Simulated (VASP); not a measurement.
# MnSb (P6_3/mmc) in VASP: further runs, part 2 of 2

VASP 6.6.1. The steps go on from the part before.

**3. Electric field gradients, PBE, collinear spin, ferromagnetic start**

INCAR

```
PREC = Accurate
ENCUT = 520
EDIFF = 1E-8
ISMEAR = -1
SIGMA = 0.02
LREAL = False
LASPH = True
NELM = 150
ALGO = Normal
ISIF = 2
LWAVE = False
LCHARG = False
ISPIN = 2
MAGMOM = 4 4 0 0
LORBIT = 11
LMAXMIX = 4
GGA = PE
LEFG = True
NBANDS = 30
```

KPOINTS

```
regular mesh
0
Gamma
  8 8 5
```

POSCAR

```
MnSb
1.0
    4.1299978706      0.0000000000      0.0000000000
   -2.0649989353      3.5766830735      0.0000000000
    0.0000000000      0.0000000000      5.8000000000
Mn Sb
2 2
Direct
    0.0000000000      0.0000000000      0.0000000000
    0.0000000000      0.0000000000      0.5000000000
    0.3333333333      0.6666666667      0.2500000000
    0.6666666667      0.3333333333      0.7500000000
```

Potentials or basis: VASP PAW PBE potentials, release 64 (Mn_pv, Sb).

On the command line:

```sh
cat potpaw_PBE.64/Mn_pv/POTCAR potpaw_PBE.64/Sb/POTCAR > POTCAR
mpirun -np 1 vasp_std > vasp.out
```

OUTCAR:

```text
PREC = Accurate
   ENCUT = 520
   EDIFF = 1E-8
   ISMEAR = -1
   LREAL = False
   LASPH = True
   NELM = 150
   ISIF = 2
   ISPIN = 2
   LORBIT = 11
   GGA = PE

 ion  position               nearest neighbor table
   1  0.000  0.000  0.000-   3 2.79   4 2.79   3 2.79   4 2.79   4 2.79   3 2.79   2 2.90   2 2.90

   2  0.000  0.000  0.500-   3 2.79   4 2.79   3 2.79   4 2.79   4 2.79   3 2.79   1 2.90   1 2.90

   3  0.333  0.667  0.250-   1 2.79   2 2.79   1 2.79   2 2.79   1 2.79   2 2.79   4 3.75   4 3.75
                             4 3.75   4 3.75   4 3.75   4 3.75
   4  0.667  0.333  0.750-   1 2.79   2 2.79   1 2.79   2 2.79   1 2.79   2 2.79   3 3.75   3 3.75
                             3 3.75   3 3.75   3 3.75   3 3.75

  LATTYP: Found a hexagonal cell.
 ALAT       =     4.1299978706
 C/A-ratio  =     1.4043590776

  Lattice vectors:

 A1 = (   4.1299978706,   0.0000000000,   0.0000000000)
 A2 = (  -2.0649989353,   3.5766830735,   0.0000000000)
 A3 = (   0.0000000000,   0.0000000000,   5.8000000000)

Analysis of symmetry for initial positions (statically):
=====================================================================
 Subroutine PRICEL returns:
 Original cell was already a primitive cell.

 Routine SETGRP: Setting up the symmetry group for a
 hexagonal supercell.

 Subroutine GETGRP returns: Found 24 space group operations
 (whereof 12 operations were pure point group operations)
 out of a pool of 24 trial point group operations.

The static configuration has the point symmetry D_3d.
 The point group associated with its full space group is D_6h.

Analysis of symmetry for dynamics (positions and initial velocities):
=====================================================================
 Subroutine PRICEL returns:
 Original cell was already a primitive cell.

 Routine SETGRP: Setting up the symmetry group for a
 hexagonal supercell.

 Subroutine GETGRP returns: Found 24 space group operations
 (whereof 12 operations were pure point group operations)
 out of a pool of 24 trial point group operations.

The dynamic configuration has the point symmetry D_3d.
 The point group associated with its full space group is D_6h.

Analysis of structural, dynamic, and magnetic symmetry:
=====================================================================
 Subroutine PRICEL returns:
 Original cell was already a primitive cell.

 Routine SETGRP: Setting up the symmetry group for a
 hexagonal supercell.

 Subroutine GETGRP returns: Found 24 space group operations
 (whereof 12 operations were pure point group operations)
 out of a pool of 24 trial point group operations.

The overall configuration has the point symmetry D_3d.
 The point group associated with its full space group is D_6h.

 Subroutine INISYM returns: Found 24 space group operations
 (whereof 12 operations are pure point group operations),
 and found     1 'primitive' translations

----------------------------------------------------------------------------------------

[... 135 lines left out ...]

 Free energy of the ion-electron system (eV)
  ---------------------------------------------------
  ext. energy  EPLUGINS =         0.00000000
  ---------------------------------------------------
  free energy    TOTEN  =       -26.31659736 eV

  energy without entropy =      -26.31338265  energy(sigma->0) =      -26.31499001

 E-fermi :   7.7281     XC(G=0): -10.6385

 val. band max:        7.7077175864   @ k =   0.1250  -0.0000   0.2000
 cond. band min:       7.7410216305   @ k =   0.2500  -0.0000   0.4000
 fundamental gap:      0.0333040441
 Fermi energy:         7.7281110402

 spin component 1

 k-point     1 :       0.0000    0.0000    0.0000
  band No.  band energies     occupation
      1     -42.2251      1.00000
      2     -42.2251      1.00000
      3     -42.2179      1.00000
      4     -42.2179      1.00000
      5     -41.9950      1.00000
      6     -41.9184      1.00000
[... 781 lines left out ...]
     29      15.6010      0.00000
     30      17.0108      0.00000

 [... further k-points ...]

 spin component 2

 k-point     1 :       0.0000    0.0000    0.0000
  band No.  band energies     occupation
      1     -38.5933      1.00000
      2     -38.5933      1.00000
      3     -38.5845      1.00000
      4     -38.5845      1.00000
      5     -38.5388      1.00000
      6     -38.4477      1.00000
[... 781 lines left out ...]
     29      16.1375      0.00000
     30      17.5276      0.00000

 [... further k-points ...]
[... 5 lines left out ...]
  --------------------------------------------------------------------------------------
  -------------------------------------------------------------------------------------
  Total       -1.1635356     -1.1635356     -2.0922449      0.0000000      0.0000000      0.0000000
  in kB      -21.7586513    -21.7586513    -39.1259426      0.0000000      0.0000000      0.0000000
  external PRESSURE =     -27.5477484 kB  Pullay stress =       0.0000000 kB

 VOLUME and BASIS-vectors are now :
 -----------------------------------------------------------------------------
  energy-cutoff  :      520.00
  volume of cell :       85.68
      direct lattice vectors                 reciprocal lattice vectors
     4.129997871  0.000000000  0.000000000     0.242130875  0.139794326  0.000000000
    -2.064998935  3.576683073  0.000000000     0.000000000  0.279588652  0.000000000
     0.000000000  0.000000000  5.800000000     0.000000000  0.000000000  0.172413793

 POSITION                                       TOTAL-FORCE (eV/Angst)
 -----------------------------------------------------------------------------------
      0.00000      0.00000      0.00000         0.000000      0.000000      0.000000
      0.00000      0.00000      2.90000         0.000000      0.000000      0.000000
     -0.00000      2.38446      1.45000        -0.000000      0.000000     -0.000000
      2.06500      1.19223      4.35000         0.000000      0.000000     -0.000000
 -----------------------------------------------------------------------------------
    total drift:                                0.000000     -0.000000      0.000000

  FREE ENERGIE OF THE ION-ELECTRON SYSTEM (eV)
  ---------------------------------------------------
  free  energy   TOTEN  =       -26.3165973593 eV

  energy  without entropy=      -26.3133826541  energy(sigma->0) =      -26.31499001

 Electric field gradients (V/A^2)
---------------------------------------------------------------------
 ion       V_xx      V_yy      V_zz      V_xy      V_xz      V_yz
---------------------------------------------------------------------
   1      19.694    19.689   -39.383    -0.004     0.000    -0.000
   2      19.694    19.689   -39.383    -0.004    -0.000     0.000
   3     -19.156   -19.156    38.311    -0.000     0.000    -0.000
   4     -19.156   -19.156    38.311    -0.000    -0.000     0.000
---------------------------------------------------------------------

 Electric field gradients after diagonalization (V/A^2)
 (convention: |V_zz| > |V_xx| > |V_yy|)
----------------------------------------------------------------------
 ion       V_xx      V_yy      V_zz     asymmetry (V_yy - V_xx)/ V_zz
----------------------------------------------------------------------
   1      19.696    19.687   -39.383       0.000
   2      19.696    19.687   -39.383       0.000
   3     -19.156   -19.156    38.311       0.000
   4     -19.156   -19.156    38.311       0.000
----------------------------------------------------------------------

           NMR quadrupolar parameters

 Cq : quadrupolar parameter    Cq=e*Q*V_zz/h
 eta: asymmetry parameters     (V_yy - V_xx)/ V_zz
 Q  : nuclear electric quadrupole moment in mb (millibarn)
----------------------------------------------------------------------
 ion       Cq(MHz)       eta       Q (mb)
----------------------------------------------------------------------
   1      -0.095       0.000       1.000
   2      -0.095       0.000       1.000
   3       0.093       0.000       1.000
   4       0.093       0.000       1.000
----------------------------------------------------------------------

 total charge

# of ion       s       p       d       tot
------------------------------------------
    1        0.274   6.209   5.035  11.519
    2        0.274   6.209   5.035  11.519
    3        1.142   1.267   0.041   2.450
    4        1.142   1.267   0.041   2.450
--------------------------------------------------
tot          2.831  14.952  10.153  27.937

 magnetization (x)

# of ion       s       p       d       tot
------------------------------------------
    1        0.038   0.026   3.333   3.397
    2        0.038   0.026   3.333   3.397
    3        0.012  -0.144   0.006  -0.126
    4        0.012  -0.144   0.006  -0.126
--------------------------------------------------
tot          0.099  -0.236   6.678   6.542
```

stdout:

```text
POSCAR found type information on POSCAR MnSb
 POSCAR found :  2 types and       4 ions
 scaLAPACK will be used
 LDA part: xc-table for (Slater+PW92), standard interpolation
 POSCAR, INCAR and KPOINTS ok, starting setup
 FFT: planning ... GRIDC
 FFT: planning ... GRID_SOFT
 FFT: planning ... GRID
 WAVECAR not read
 entering main loop
ion   1

ion   2

ion   3

ion   4
```

Run time: 2.4 min. Hardware: 1 thread of Intel Xeon Platinum 8259CL at 2.50GHz (Skylake/Cascade Lake), shared host; peak memory 0.32 GiB.

What came out:

- Free energy: -26.3166 eV
- Pressure: -2.8 GPa
- Net moment: 6.71 μB per cell
- Site moments: Mn +3.40; Sb -0.13 μB
- Largest electric field gradient by atom: Mn -39.4; Sb +38.3 V/Å²
- Valence electrons inside the program's atomic spheres: Mn 11.52; Sb 2.45

Stress tensor (GPa, compression positive):
```
-2.18  0.00  0.00
 0.00 -2.18  0.00
 0.00  0.00 -3.91
```

Electric field gradients, principal values (V/Å²):
```
atom    least   middle  greatest (by size)
1 Mn   19.687   19.696             -39.383
2 Mn   19.687   19.696             -39.383
3 Sb  -19.156  -19.156              38.311
4 Sb  -19.156  -19.156              38.311
```

Caveat: without QUAD_EFG the Cq values of the log hold for a quadrupole moment of 1 mb, not for the nuclei; spin-orbit coupling is left out, which moves the levels of the heavy elements; the run started ferromagnetic, and an antiferromagnetic order may lie lower in energy.
